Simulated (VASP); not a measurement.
The system is Hf.

```xyz
1
Lattice="-1.8050 1.8050 1.8050 1.8050 -1.8050 1.8050 1.8050 1.8050 -1.8050" Properties=species:S:1:pos:R:3 pbc="T T T"
Hf    0.0000    0.0000    0.0000
```

* Program: VASP 6.6.1
* Task: relaxation of cell and atoms
* Functional: LDA
* Potentials or basis: VASP PAW LDA potentials, release 64 (Hf_pv)
* Cutoff: 600 eV
* k mesh: 10 × 10 × 10
* Occupations: fermi-dirac, width 0.05 eV
* Spin: no spin polarisation

At the start: pressure -12.6 GPa; volume 23.52 Å³/atom.

Problem. How do energy, volume and symmetry change on relaxing?

Solution. Over 4 steps the energy falls by 133.2 meV/atom and the volume is 20.43 Å³/atom (-13.1 %); space group Im-3m (No. 229, to 0.05 Å).

Step by step:
```tsv
step	energy change (eV)	largest force (eV/Å)	pressure (GPa)	volume (Å³)
1	0.0000	0.0000	-12.62	23.52
2	0.0100	0.0000	19.24	17.76
3	-0.1331	0.0000	-0.23	20.49
4	-0.1332	0.0000	0.06	20.43
```

Final structure:
```
Hf
1.0
    -1.72214    1.72214    1.72214
     1.72214   -1.72214    1.72214
     1.72214    1.72214   -1.72214
Hf
1
Direct
  0.00000 0.00000 0.00000
```

Caveat: the volume moved by -13 % from the deposited cell, more than functionals usually miss.
